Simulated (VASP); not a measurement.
# MnS (F-43m) in VASP: notebook, part 2 of 2

VASP 6.6.1.

**3. Relaxation of cell and atoms, PBEsol, collinear spin, ferromagnetic start, target pressure 50 GPa, at which the enthalpy is minimised**

This run uses another cell than the first one, of 12.07 Å³/atom.

Input file INCAR:

```
ALGO = Normal
EDIFF = 1E-6
EDIFFG = -0.008
ENCUT = 600
GGA = PS
IBRION = 2
ISIF = 3
ISMEAR = 0
ISPIN = 2
LASPH = T
LCHARG = F
LMAXMIX = 4
LORBIT = 11
LREAL = F
LWAVE = F
MAGMOM = 4.29 0
NELM = 150
NSW = 70
PREC = Accurate
PSTRESS = 500.0
SIGMA = 0.1
```

Input file KPOINTS:

```
k-points
0
Gamma
  16 16 16
```

Input file POSCAR:

```
MnS
1.0
    0.0000000000      2.2937212388      2.2937212388
    2.2937212388      0.0000000000      2.2937212388
    2.2937212388      2.2937212388      0.0000000000
Mn S
1 1
Direct
    0.0000000000      0.0000000000      0.0000000000
    0.7500000000      0.7500000000      0.7500000000
```

Potentials or basis: VASP PAW PBE potentials, release 64 (Mn_pv, S).

Command:

```sh
cat potpaw_PBE.64/Mn_pv/POTCAR potpaw_PBE.64/S/POTCAR > POTCAR
mpirun -np 1 vasp_std > vasp.out
```

OUTCAR:

```text
EDIFF = 1E-6
   EDIFFG = -0.008
   ENCUT = 600
   GGA = PS
   IBRION = 2
   ISIF = 3
   ISMEAR = 0
   ISPIN = 2
   LASPH = T
   LORBIT = 11
   LREAL = F
   NELM = 150
   NSW = 70
   PREC = Accurate
   PSTRESS = 500.0

 ion  position               nearest neighbor table
   1  0.000  0.000  0.000-   2 1.99   2 1.99   2 1.99   2 1.99
   2  0.750  0.750  0.750-   1 1.99   1 1.99   1 1.99   1 1.99

  LATTYP: Found a face centered cubic cell.
 ALAT       =     4.5874424776

  Lattice vectors:

 A1 = (   0.0000000000,   2.2937212388,   2.2937212388)
 A2 = (   2.2937212388,   0.0000000000,   2.2937212388)
 A3 = (   2.2937212388,   2.2937212388,   0.0000000000)

Analysis of symmetry for initial positions (statically):
=====================================================================
 Subroutine PRICEL returns:
 Original cell was already a primitive cell.

 Routine SETGRP: Setting up the symmetry group for a
 face centered cubic supercell.

 Subroutine GETGRP returns: Found 24 space group operations
 (whereof 24 operations were pure point group operations)
 out of a pool of 48 trial point group operations.

The static configuration has the point symmetry T_d .

Analysis of symmetry for dynamics (positions and initial velocities):
=====================================================================
 Subroutine PRICEL returns:
 Original cell was already a primitive cell.

 Routine SETGRP: Setting up the symmetry group for a
 face centered cubic supercell.

[... 253 lines left out ...]

  energy without entropy =      -14.04101054  energy(sigma->0) =      -14.04620633

 E-fermi :  10.1874     XC(G=0): -12.6186

 val. band max:       10.1840836814   @ k =   0.5000   0.4375   0.0625
 cond. band min:      10.1932153649   @ k =  -0.3125   0.3125   0.0625
 fundamental gap:      0.0091316835
 Fermi energy:        10.1874457157

 spin component 1

 k-point     1 :       0.0000    0.0000    0.0000
  band No.  band energies     occupation
      1     -37.3447      1.00000
      2     -37.3447      1.00000
      3     -37.3447      1.00000
      4      -6.3747      1.00000
      5       4.6237      1.00000
      6       4.6237      1.00000
      7       4.6237      1.00000
      8       9.0771      1.00000
      9       9.0772      1.00000
     10      15.3420      0.00000
     11      15.3420      0.00000
     12      15.3420      0.00000
     13      15.4167      0.00000
     14      19.1189      0.00000
[... 403 lines left out ...]
      4      -6.2176      1.00000
      5       4.4021      1.00000
      6       4.6731      1.00000
      7       4.6854      1.00000
      8       8.9651      1.00000
      9       9.0872      1.00000
     10      14.5058      0.00000
     11      14.7795      0.00000
     12      15.3465      0.00000
     13      16.1681      0.00000
     14      19.0725      0.00000
     15      19.2727      0.00000

 [... further k-points ...]

 spin component 2

 k-point     1 :       0.0000    0.0000    0.0000
  band No.  band energies     occupation
      1     -37.3447      1.00000
      2     -37.3447      1.00000
      3     -37.3447      1.00000
      4      -6.3747      1.00000
      5       4.6237      1.00000
      6       4.6237      1.00000
      7       4.6237      1.00000
      8       9.0771      1.00000
      9       9.0771      1.00000
     10      15.3420      0.00000
     11      15.3420      0.00000
     12      15.3420      0.00000
     13      15.4167      0.00000
     14      19.1189      0.00000
[... 448 lines left out ...]
  energy  without entropy=      -14.0410105380  energy(sigma->0) =      -14.04620633

  enthalpy is  TOTEN    =        -6.5412209190 eV   P V=        7.5101812127

 reached required accuracy - stopping structural energy minimisation

 total charge

# of ion       s       p       d       tot
------------------------------------------
    1        0.460   6.468   5.715  12.643
    2        1.336   2.517   0.000   3.853
--------------------------------------------------
tot          1.796   8.985   5.715  16.496

 magnetization (x)

# of ion       s       p       d       tot
------------------------------------------
    1       -0.000  -0.000  -0.000  -0.000
    2        0.000   0.000   0.000   0.000
--------------------------------------------------
tot         -0.000  -0.000  -0.000  -0.000
```

OSZICAR:

```text
N       E                     dE             d eps       ncg     rms          rms(c)
DAV:   1     0.163739584438E+03    0.16374E+03   -0.11875E+04  8708   0.160E+03
DAV:   2    -0.695019533693E+01   -0.17069E+03   -0.16478E+03  9337   0.389E+02
DAV:   3    -0.137541652843E+02   -0.68040E+01   -0.67380E+01 10569   0.845E+01
DAV:   4    -0.138324797971E+02   -0.78315E-01   -0.78255E-01 10682   0.944E+00
[... 30 lines left out ...]
DAV:   5    -0.140514215916E+02    0.32932E-04   -0.76943E-05 10835   0.960E-02    0.113E-01
DAV:   6    -0.140514255084E+02   -0.39168E-05   -0.76926E-06 10170   0.370E-02    0.800E-02
DAV:   7    -0.140514014994E+02    0.24009E-04   -0.67685E-05 11592   0.826E-02    0.502E-02
DAV:   8    -0.140514021317E+02   -0.63225E-06   -0.62511E-06  9120   0.217E-02
   3 F= -.65412209E+01 E0= -.65360251E+01  d E =-.219507E-03  mag=    -0.0000
```

CONTCAR:

```text
MnS
   1.00000000000000
     0.0000000000000000    2.2915024866697387    2.2915024866697387
     2.2915024866697387    0.0000000000000000    2.2915024866697387
     2.2915024866697387    2.2915024866697387    0.0000000000000000
  Mn              S
     1     1
Direct
     0.0000000000000000    0.0000000000000000    0.0000000000000000
     0.7500000000000000    0.7500000000000000    0.7500000000000000

  0.00000000E+00  0.00000000E+00  0.00000000E+00
  0.00000000E+00  0.00000000E+00  0.00000000E+00
```

Run time: 2.4 min. Hardware: 1 thread of AMD EPYC 9R45 (Zen 5), shared host; peak memory 0.22 GiB.

What came out:

```yaml
Free_energy: -14.0514 eV
Relaxed_volume: 12.03 Å³/atom
Relaxed_cell: a = 3.241 Å, b = 3.241 Å, c = 3.241 Å, α = 60.00°, β = 60.00°, γ = 60.00°
Space_group_after_relaxing_to_0.1_Å: F-43m (No. 216)
Energy_change_on_relaxing_the_run_minimises_the_enthalpy: +10.8 meV/atom
Ionic_steps: 3
Pressure_after_relaxing: 50.0 GPa
Net_moment: 0.00 μB per cell
Valence_electrons_inside_the_program's_atomic_spheres: Mn 12.64; S 3.85
```

Step by step:
| step | energy change (eV) | largest force (eV/Å) | pressure (GPa) | volume (Å³) |
| --- | --- | --- | --- | --- |
| 1 | 0.0000 | 0.0000 | 49.01 | 24.14 |
| 2 | 0.0827 | 0.0000 | 52.80 | 23.87 |
| 3 | 0.0216 | 0.0000 | 50.03 | 24.07 |

Final structure:
```xyz
2
Lattice="0.0000 2.2915 2.2915 2.2915 0.0000 2.2915 2.2915 2.2915 0.0000" Properties=species:S:1:pos:R:3 pbc="T T T"
Mn    0.0000    0.0000    0.0000
S     3.4373    3.4373    3.4373
```

Caveat: the cell is relaxed towards a set pressure, so the run minimises the enthalpy, not the energy; the moments typed at the start vanished in this run; the PAW data sets were made with another functional, which shifts forces and pressure a little; semilocal functionals often make such compounds metallic where correlation or magnetic order opens a gap, which also shifts bond lengths.

**4. Single point, PBEsol, collinear spin, ferromagnetic start**

This run uses another cell than the first one, of 21.95 Å³/atom.

Input file INCAR:

```
PREC = Accurate ; ENCUT = 500
EDIFF = 1E-6 ; ISMEAR = 0
SIGMA = 0.1 ; LREAL = F
LASPH = T ; NELM = 200
ALGO = Normal ; ISIF = 2
LWAVE = F ; LCHARG = F
ISPIN = 2 ; MAGMOM = 4 0
LORBIT = 11 ; LMAXMIX = 4
GGA = PS ; NBANDS = 20
GGA_COMPAT = F
```

Input file KPOINTS:

```
regular mesh
0
Gamma
  6 6 6
```

Input file POSCAR:

```
MnS
1.0
    0.0000000000     -2.8000000000     -2.8000000000
    2.8000000000      0.0000000000     -2.8000000000
    2.8000000000     -2.8000000000      0.0000000000
Mn S
1 1
Direct
    0.0000000000      0.0000000000      0.0000000000
    0.7500000000      0.7500000000      0.7500000000
```

Potentials or basis: VASP PAW PBE potentials, release 64 (Mn_pv, S).

Command:

```sh
cat potpaw_PBE.64/Mn_pv/POTCAR potpaw_PBE.64/S/POTCAR > POTCAR
mpirun -np 1 vasp_std > vasp.out
```

OUTCAR:

```text
PREC = Accurate
   ENCUT = 500
   EDIFF = 1E-6
   ISMEAR = 0
   LREAL = F
   LASPH = T
   NELM = 200
   ISIF = 2
   ISPIN = 2
   LORBIT = 11
   GGA = PS

 ion  position               nearest neighbor table
   1  0.000  0.000  0.000-   2 2.42   2 2.42   2 2.42   2 2.42
   2  0.750  0.750  0.750-   1 2.42   1 2.42   1 2.42   1 2.42

  LATTYP: Found a face centered cubic cell.
 ALAT       =     5.6000000000

  Lattice vectors:

[... 939 lines left out ...]
  in kB      -24.6510227    -24.6510227    -24.6510227      0.0000000      0.0000000     -0.0000000
  external PRESSURE =     -24.6510227 kB  Pullay stress =       0.0000000 kB

 VOLUME and BASIS-vectors are now :
 -----------------------------------------------------------------------------
  energy-cutoff  :      500.00
  volume of cell :       43.90
      direct lattice vectors                 reciprocal lattice vectors
     0.000000000 -2.800000000 -2.800000000    -0.178571429 -0.178571429 -0.178571429
     2.800000000  0.000000000 -2.800000000     0.178571429  0.178571429 -0.178571429
     2.800000000 -2.800000000  0.000000000     0.178571429 -0.178571429  0.178571429

 POSITION                                       TOTAL-FORCE (eV/Angst)
 -----------------------------------------------------------------------------------
      0.00000      0.00000      0.00000        -0.000000      0.000000      0.000000
      4.20000     -4.20000     -4.20000         0.000000     -0.000000     -0.000000
 -----------------------------------------------------------------------------------
    total drift:                               -0.000000      0.000000      0.000000

  FREE ENERGIE OF THE ION-ELECTRON SYSTEM (eV)
  ---------------------------------------------------
  free  energy   TOTEN  =       -14.7562474674 eV

  energy  without entropy=      -14.7498825619  energy(sigma->0) =      -14.75306501

 total charge

# of ion       s       p       d       tot
------------------------------------------
    1        0.263   6.215   4.904  11.382
    2        1.310   2.417   0.000   3.727
--------------------------------------------------
tot          1.573   8.632   4.904  15.109

 magnetization (x)

# of ion       s       p       d       tot
------------------------------------------
    1        0.048   0.065   4.170   4.283
    2        0.010   0.064   0.000   0.074
--------------------------------------------------
tot          0.058   0.129   4.170   4.356
```

OSZICAR:

```text
N       E                     dE             d eps       ncg     rms          rms(c)
DAV:   1     0.154451510116E+03    0.15445E+03   -0.99551E+03  1280   0.916E+02
DAV:   2    -0.743016071006E+01   -0.16188E+03   -0.15315E+03  1332   0.272E+02
DAV:   3    -0.158837313261E+02   -0.84536E+01   -0.83705E+01  1480   0.683E+01
DAV:   4    -0.159970609458E+02   -0.11333E+00   -0.11326E+00  1448   0.819E+00
DAV:   5    -0.159990029716E+02   -0.19420E-02   -0.19420E-02  1436   0.112E+00    0.107E+01
DAV:   6    -0.148896075863E+02    0.11094E+01   -0.73468E+00  1428   0.306E+01    0.112E+01
DAV:   7    -0.147611871850E+02    0.12842E+00   -0.96977E-01  1420   0.130E+01    0.619E+00
DAV:   8    -0.147629908542E+02   -0.18037E-02   -0.41615E-02  1468   0.157E+00    0.333E+00
DAV:   9    -0.147536841694E+02    0.93067E-02   -0.21207E-02  1392   0.127E+00    0.479E-01
DAV:  10    -0.147561500269E+02   -0.24659E-02   -0.53644E-03  1368   0.592E-01    0.204E-01
DAV:  11    -0.147561035431E+02    0.46484E-04   -0.63608E-04  1436   0.176E-01    0.145E-01
DAV:  12    -0.147562196866E+02   -0.11614E-03   -0.12763E-04  1404   0.102E-01    0.866E-02
DAV:  13    -0.147562232022E+02   -0.35156E-05   -0.17944E-05  1424   0.486E-02    0.678E-02
DAV:  14    -0.147562459376E+02   -0.22735E-04   -0.17569E-05  1364   0.355E-02    0.816E-03
DAV:  15    -0.147562474567E+02   -0.15191E-05   -0.20911E-06  1420   0.109E-02    0.291E-03
DAV:  16    -0.147562474674E+02   -0.10754E-07   -0.96110E-08   880   0.270E-03
   1 F= -.14756247E+02 E0= -.14753065E+02  d E =-.636491E-02  mag=     4.8556
```

It took 62 s on 1 thread of Intel Xeon 8259CL, shared host; peak memory 0.19 GiB.

Results:

```
Free energy                                           : -14.7562 eV
Pressure                                              : -2.5 GPa
Net moment                                            : 4.86 μB per cell
Site moments                                          : Mn +4.28; S +0.07 μB
Valence electrons inside the program's atomic spheres : Mn 11.38; S 3.73
```

Levels at points of the mesh, in eV from the Fermi level:
Spin up:
| k point | band 10 | band 11 | band 12 | band 13 | band 14 | band 15 |
| --- | --- | --- | --- | --- | --- | --- |
| (0.00, 0.00, 0.00) | 0.31 | 0.31 | 0.31 | 0.88 | 5.81 | 5.81 |
| (0.50, 0.00, 0.00) | -2.83 | -0.73 | -0.73 | 2.88 | 6.25 | 6.25 |
| (0.50, 0.50, 0.00) | -2.67 | -2.11 | -2.11 | 2.68 | 4.28 | 9.01 |
Spin down:
| k point | band 5 | band 6 | band 7 | band 8 | band 9 | band 10 |
| --- | --- | --- | --- | --- | --- | --- |
| (0.00, 0.00, 0.00) | -3.27 | -3.27 | -3.27 | 0.83 | 0.83 | 1.84 |
| (0.50, 0.00, 0.00) | -5.15 | -3.19 | -3.19 | 0.88 | 0.95 | 0.95 |
| (0.50, 0.50, 0.00) | -5.05 | -3.30 | -3.30 | -0.05 | 0.84 | 1.26 |

Caveat: the PAW data sets were made with another functional, which shifts forces and pressure a little; a cell with one magnetic atom can't hold antiferromagnetic order, which such compounds often take; semilocal functionals often make such compounds metallic where correlation or magnetic order opens a gap, which also shifts bond lengths. With open d or f shells a metallic result of PBEsol can be an artefact of self-interaction; +U or a hybrid may open a gap.
